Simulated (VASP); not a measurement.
# SnTe (rocksalt type) (Fm-3m) in VASP: notebook, part 2 of 2

VASP 6.6.1.

## (3) Single point, PBE

INCAR reads:

```
PREC = Accurate
ENCUT = 520
EDIFF = 1E-6
ISMEAR = -1
SIGMA = 0.1
LREAL = F
LASPH = T
NELM = 60
ALGO = Normal
ISIF = 2
LWAVE = F
LCHARG = F
GGA = PE
NBANDS = 17
```

KPOINTS reads:

```
Automatic mesh
0
Gamma
  12 12 12
```

POSCAR reads:

```
SnTe
1.0
    0.0000000000      3.1263802188      3.1263802188
    3.1263802188      0.0000000000      3.1263802188
    3.1263802188      3.1263802188      0.0000000000
Sn Te
1 1
Direct
    0.0000000000      0.0000000000      0.0000000000
    0.5000000000      0.5000000000      0.5000000000
```

Potentials or basis: VASP PAW PBE potentials, release 64 (Sn_d, Te).

Started as:

```sh
$ cat potpaw_PBE.64/Sn_d/POTCAR potpaw_PBE.64/Te/POTCAR > POTCAR
$ mpirun -np 1 vasp_std > vasp.out
```

OUTCAR:

```text
PREC = Accurate
   ENCUT = 520
   EDIFF = 1E-6
   ISMEAR = -1
   LREAL = F
   LASPH = T
   NELM = 60
   ISIF = 2
   GGA = PE

 ion  position               nearest neighbor table
   1  0.000  0.000  0.000-   2 3.13   2 3.13   2 3.13   2 3.13   2 3.13   2 3.13
   2  0.500  0.500  0.500-   1 3.13   1 3.13   1 3.13   1 3.13   1 3.13   1 3.13

  LATTYP: Found a face centered cubic cell.
 ALAT       =     6.2527604376

  Lattice vectors:

 A1 = (   0.0000000000,   3.1263802188,   3.1263802188)
 A2 = (   3.1263802188,   0.0000000000,   3.1263802188)
 A3 = (   3.1263802188,   3.1263802188,   0.0000000000)

Analysis of symmetry for initial positions (statically):
=====================================================================
 Subroutine PRICEL returns:
 Original cell was already a primitive cell.

 Routine SETGRP: Setting up the symmetry group for a
 face centered cubic supercell.

 Subroutine GETGRP returns: Found 48 space group operations
 (whereof 48 operations were pure point group operations)
 out of a pool of 48 trial point group operations.

The static configuration has the point symmetry O_h .

Analysis of symmetry for dynamics (positions and initial velocities):
=====================================================================
 Subroutine PRICEL returns:
 Original cell was already a primitive cell.

 Routine SETGRP: Setting up the symmetry group for a
 face centered cubic supercell.

 Subroutine GETGRP returns: Found 48 space group operations
 (whereof 48 operations were pure point group operations)
 out of a pool of 48 trial point group operations.

The dynamic configuration has the point symmetry O_h .

 Subroutine INISYM returns: Found 48 space group operations
 (whereof 48 operations are pure point group operations),
 and found     1 'primitive' translations

----------------------------------------------------------------------------------------

                                     Primitive cell

  volume of cell :      61.1161

  direct lattice vectors                    reciprocal lattice vectors
     0.000000000  3.126380219  3.126380219    -0.159929364  0.159929364  0.159929364
     3.126380219  0.000000000  3.126380219     0.159929364 -0.159929364  0.159929364
     3.126380219  3.126380219  0.000000000     0.159929364  0.159929364 -0.159929364

  length of vectors
     4.421369307  4.421369307  4.421369307     0.277005784  0.277005784  0.277005784

  position of ions in fractional coordinates (direct lattice)
     0.000000000  0.000000000  0.000000000
     0.500000000  0.500000000  0.500000000

  ion indices of the primitive-cell ions
   primitive index   ion index
                 1           1
                 2           2

----------------------------------------------------------------------------------------

 KPOINTS: Automatic mesh

Automatic generation of k-mesh.
 Grid dimensions read from file:
 generate k-points for:   12   12   12

 Generating k-lattice:

  Cartesian coordinates                     Fractional coordinates (reciprocal lattice)
    -0.013327447  0.013327447  0.013327447     0.083333333  0.000000000  0.000000000
     0.013327447 -0.013327447  0.013327447     0.000000000  0.083333333  0.000000000
     0.013327447  0.013327447 -0.013327447     0.000000000  0.000000000  0.083333333

  Length of vectors
     0.023083815  0.023083815  0.023083815

  Shift w.r.t. Gamma in fractional coordinates (k-lattice)
     0.000000000  0.000000000  0.000000000

 Subroutine IBZKPT returns following result:
 ===========================================

 Found     72 irreducible k-points:

 Following reciprocal coordinates:
            Coordinates               Weight
  0.000000  0.000000  0.000000      1.000000
  0.083333  0.000000  0.000000      8.000000
  0.166667  0.000000  0.000000      8.000000
  0.250000  0.000000  0.000000      8.000000
  0.333333  0.000000  0.000000      8.000000
  0.416667  0.000000  0.000000      8.000000
[... 16 lines left out ...]
  0.500000  0.166667  0.000000     24.000000
 -0.416667  0.166667  0.000000     24.000000
 [... further k-points ...]
   k-points           NKPTS =     72   k-points in BZ     NKDIM =     72   number of bands    NBANDS=     17
   number of dos      NEDOS =    301   number of ions     NIONS =      2
   total plane-waves  NPLWV =  46656
   dimension x,y,z NGX =    36 NGY =   36 NGZ =   36
   dimension x,y,z NGXF=    72 NGYF=   72 NGZF=   72
   ions per type =               1   1
   NGX,Y,Z   is equivalent  to a cutoff of  13.54, 13.54, 13.54 a.u.
   NGXF,Y,Z  is equivalent  to a cutoff of  27.07, 27.07, 27.07 a.u.
 SYSTEM =  unknown system
   PREC   = accura    normal or accurate (medium, high low for compatibility)
   ISTART =      0    job   : 0-new  1-cont  2-samecut
   ICHARG =      2    charge: 1-file 2-atom 10-const
   ISPIN  =      1    spin polarized calculation?
   LNONCOLLINEAR =      F non collinear calculations
   LSORBIT =      F    spin-orbit coupling
   LASPH  =      T    aspherical Exc in radial PAW
   ENCUT  =  520.0 eV  38.22 Ry    6.18 a.u.   8.22  8.22  8.22*2*pi/ulx,y,z
   NELM   =     60;   NELMIN=  2; NELMDL= -5     # of ELM steps
   EDIFF  = 0.1E-05   stopping-criterion for ELM
   LREAL  =      F    real-space projection
   EDIFFG = 0.1E-04   stopping-criterion for IOM
   NSW    =      0    number of steps for IOM
   IBRION =     -1    ionic relax: 0-MD 1-quasi-New 2-CG
   NFREE  =      0    steps in history (QN), initial steepest desc. (CG)
   ISIF   =      2    stress and relaxation
   ISYM   =      2    0-nonsym 1-usesym 2-fastsym
   POTIM  = 0.5000    time-step for ionic-motion
   TEBEG  =    0.0;   TEEND  =   0.0 temperature during run
   PSTRESS=    0.0 pullay stress
   NELECT =      20.0000    total number of electrons
   NUPDOWN=      -1.0000    fix difference up-down
   EMIN   =  10.00;   EMAX   =-10.00  energy-range for DOS
   EFERMI =   0.00;   METHOD = LEGACY
   ISMEAR =    -1;   SIGMA  =   0.10  broadening in eV -4-tet -1-fermi 0-gaus
   EFERMI_NEDOS =   21; number of points for ismear=-14 and -15
   IALGO  =     38    algorithm
   IMIX   =      4    mixing-type and parameters
     AMIX     =   0.40;   BMIX     =  1.00
     AMIX_MAG =   1.60;   BMIX_MAG =  1.00
  volume/ion in A,a.u.               =      30.56       206.22
  Fermi-wavevector in a.u.,A,eV,Ry     =   1.128149  2.131892 17.316402  1.272720
  Thomas-Fermi vector in A             =   2.264838
   LORBIT       =      0    0 simple, 1 ext, 2 COOP (PROOUT), +10 PAW based schemes
   GGA     = PE    functional components
[... 5 lines left out ...]
 non-spin polarized calculation
  energy-cutoff  :      520.00
  volume of cell :       61.12
 maximum number of plane-waves:      1676
 NGX is ok and might be reduce to    36
   NGX = 17   NGY = 17   NGZ = 17

 number of electron      19.9999997 magnetization

 Free energy of the ion-electron system (eV)
  ---------------------------------------------------
  ext. energy  EPLUGINS =         0.00000000
  ---------------------------------------------------
  free energy    TOTEN  =        -7.51797706 eV

  energy without entropy =       -7.51325908  energy(sigma->0) =       -7.51561807

 E-fermi :   7.2585     XC(G=0):  -9.5991

 val. band max:        7.2532497931   @ k =   0.5000   0.0000   0.0000
 cond. band min:       7.4200488033   @ k =   0.5000   0.0000   0.0000
 fundamental gap:      0.1667990102
 Fermi energy:         7.2585107790

 k-point     1 :       0.0000    0.0000    0.0000
  band No.  band energies     occupation
      1     -14.6552      2.00000
      2     -14.6552      2.00000
      3     -14.6481      2.00000
      4     -14.6481      2.00000
      5     -14.6481      2.00000
      6      -5.7262      2.00000
[... 9 lines left out ...]
     16      11.9618      0.00000
     17      14.0151      0.00000

 k-point     2 :       0.0833    0.0000    0.0000
  band No.  band energies     occupation
      1     -14.6555      2.00000
      2     -14.6555      2.00000
      3     -14.6480      2.00000
      4     -14.6477      2.00000
      5     -14.6477      2.00000
      6      -5.6652      2.00000
[... 9 lines left out ...]
     16      12.1128      0.00000
     17      14.5561      0.00000
[... 421 lines left out ...]
 k-point    24 :      -0.4167    0.1667    0.0000
  band No.  band energies     occupation
      1     -14.6632      2.00000
      2     -14.6594      2.00000
      3     -14.6453      2.00000
      4     -14.6416      2.00000
      5     -14.6401      2.00000
      6      -4.2763      2.00000
[... 9 lines left out ...]
     16      15.0231      0.00000
     17      17.6911      0.00000

 [... further k-points ...]
[... 5 lines left out ...]
  --------------------------------------------------------------------------------------
  -------------------------------------------------------------------------------------
  Total        1.3202276      1.3202276      1.3202276      0.0000000      0.0000000      0.0000000
  in kB       34.6101934     34.6101934     34.6101934      0.0000000      0.0000000      0.0000000
  external PRESSURE =      34.6101934 kB  Pullay stress =       0.0000000 kB

 VOLUME and BASIS-vectors are now :
 -----------------------------------------------------------------------------
  energy-cutoff  :      520.00
  volume of cell :       61.12
      direct lattice vectors                 reciprocal lattice vectors
     0.000000000  3.126380219  3.126380219    -0.159929364  0.159929364  0.159929364
     3.126380219  0.000000000  3.126380219     0.159929364 -0.159929364  0.159929364
     3.126380219  3.126380219  0.000000000     0.159929364  0.159929364 -0.159929364

 POSITION                                       TOTAL-FORCE (eV/Angst)
 -----------------------------------------------------------------------------------
      0.00000      0.00000      0.00000         0.000000      0.000000     -0.000000
      3.12638      3.12638      3.12638        -0.000000      0.000000      0.000000
 -----------------------------------------------------------------------------------
    total drift:                               -0.000000      0.000000      0.000000

  FREE ENERGIE OF THE ION-ELECTRON SYSTEM (eV)
  ---------------------------------------------------
  free  energy   TOTEN  =        -7.5179770556 eV

  energy  without entropy=       -7.5132590753  energy(sigma->0) =       -7.51561807
```

OSZICAR:

```text
N       E                     dE             d eps       ncg     rms          rms(c)
DAV:   1     0.125875755263E+03    0.12588E+03   -0.95131E+03  2468   0.136E+03
DAV:   2     0.376702067051E+01   -0.12211E+03   -0.11926E+03  2608   0.333E+02
DAV:   3    -0.723529710768E+01   -0.11002E+02   -0.10912E+02  3051   0.885E+01
DAV:   4    -0.754847515207E+01   -0.31318E+00   -0.31295E+00  2854   0.154E+01
DAV:   5    -0.756101013412E+01   -0.12535E-01   -0.12535E-01  3555   0.300E+00    0.489E+00
DAV:   6    -0.751618503497E+01    0.44825E-01   -0.10272E-01  3315   0.218E+00    0.306E+00
DAV:   7    -0.751783442511E+01   -0.16494E-02   -0.47634E-02  2995   0.109E+00    0.722E-01
DAV:   8    -0.751785376423E+01   -0.19339E-04   -0.69537E-03  3145   0.666E-01    0.180E-01
DAV:   9    -0.751798837110E+01   -0.13461E-03   -0.57430E-04  3338   0.242E-01    0.345E-02
DAV:  10    -0.751797305856E+01    0.15313E-04   -0.99355E-05  3251   0.905E-02    0.156E-02
DAV:  11    -0.751797720375E+01   -0.41452E-05   -0.36910E-05  3032   0.511E-02    0.230E-02
DAV:  12    -0.751797705565E+01    0.14810E-06   -0.22922E-06  2889   0.127E-02
   1 F= -.75179771E+01 E0= -.75156181E+01  d E =-.471798E-02
```

stdout:

```text
POSCAR found type information on POSCAR SnTe
 POSCAR found :  2 types and       2 ions
 scaLAPACK will be used
 LDA part: xc-table for (Slater+PW92), standard interpolation
 POSCAR, INCAR and KPOINTS ok, starting setup
 FFT: planning ... GRIDC
 FFT: planning ... GRID_SOFT
 FFT: planning ... GRID
 WAVECAR not read
 entering main loop
```

Wall time 70 s (1 thread of Intel Xeon 6975P-C (Granite Rapids), shared host); peak memory 0.25 GiB.

What came out:

```
Free energy            : -7.5180 eV
Pressure               : 3.5 GPa
Band gap on the k mesh : 0.17 eV, direct
```

Levels at points of the mesh, in eV from the valence-band top:
| k point | band 6 | band 7 | band 8 | band 9 | band 10 | band 11 | band 12 | band 13 | band 14 | band 15 |
| --- | --- | --- | --- | --- | --- | --- | --- | --- | --- | --- |
| (0.00, 0.00, 0.00) | -12.98 | -4.58 | -2.21 | -2.21 | -2.21 | 3.40 | 3.40 | 3.40 | 4.71 | 4.71 |
| (0.50, 0.00, 0.00) | -11.64 | -8.46 | -1.86 | -1.86 | 0.00 | 0.17 | 0.33 | 0.33 | 7.85 | 8.86 |
| (0.50, 0.50, 0.00) | -11.31 | -6.49 | -5.75 | -3.86 | -3.86 | 2.08 | 5.05 | 5.05 | 6.57 | 9.06 |

Caveat: spin-orbit coupling is left out, which moves the levels of the heavy elements. A k mesh can miss the band edges.

## (4) Single point, PBE

This run uses another cell than the first one, of 32.89 Å³/atom, 1.075 times its volume.

INCAR reads:

```
SYSTEM = SnTe
PREC = Accurate
ENCUT = 520
EDIFF = 1E-6
ISMEAR = -1
SIGMA = 0.1
LREAL = .False.
LASPH = .True.
NELM = 60
ALGO = Normal
ISIF = 2
LWAVE = .False.
LCHARG = .False.
GGA = PE
NBANDS = 17
```

KPOINTS reads:

```
regular mesh
0
Gamma
  12 12 12
  0 0 0
```

POSCAR reads:

```
SnTe
1.0
    0.0000000000      3.2040621630      3.2040621630
    3.2040621630      0.0000000000      3.2040621630
    3.2040621630      3.2040621630      0.0000000000
Sn Te
1 1
Direct
    0.0000000000      0.0000000000      0.0000000000
    0.5000000000      0.5000000000      0.5000000000
```

Started as:

```sh
$ cat potpaw_PBE.64/Sn_d/POTCAR potpaw_PBE.64/Te/POTCAR > POTCAR
$ mpirun -np 1 vasp_std > vasp.out
```

Wall time 65 s (1 thread of Intel Xeon 6975P-C (Granite Rapids), shared host); peak memory 0.25 GiB.

Results (log left out):

```
Free energy : -7.5664 eV
Pressure    : 0.0 GPa
```

Levels at points of the mesh, in eV from the Fermi level:
```csv
k point,band 7,band 8,band 9,band 10,band 11,band 12,band 13,band 14
"(0.00, 0.00, 0.00)",-4.85,-1.99,-1.99,-1.99,3.26,3.26,3.26,4.86
"(0.50, 0.00, 0.00)",-8.06,-1.67,-1.67,0.01,0.06,0.46,0.46,7.68
"(0.50, 0.50, 0.00)",-6.42,-5.21,-3.49,-3.49,2.39,4.70,4.70,6.03
```

Caveat: spin-orbit coupling is left out, which moves the levels of the heavy elements.

## (5) Overview

| cell | gap on the mesh (eV) | pressure (GPa) |
| --- | --- | --- |
| a = 4.423 Å, angles 60.0°, 2 atoms | 0.16 | 3.4 |
| a = 4.421 Å, angles 60.0°, 2 atoms | 0.17 | 3.5 |
| a = 4.531 Å, angles 60.0°, 2 atoms | - | 0.0 |

Alike in all rows: task single point; level PBE; potentials or basis VASP PAW PBE potentials, release 64 (Sn_d, Te); no spin polarisation; k mesh 12 × 12 × 12; cutoff (eV) 520; smearing fermi-dirac 0.1 eV.

Caveats: spin-orbit coupling is left out, which moves the levels of the heavy elements.

Absolute energies hang on the potentials; compare differences alone.
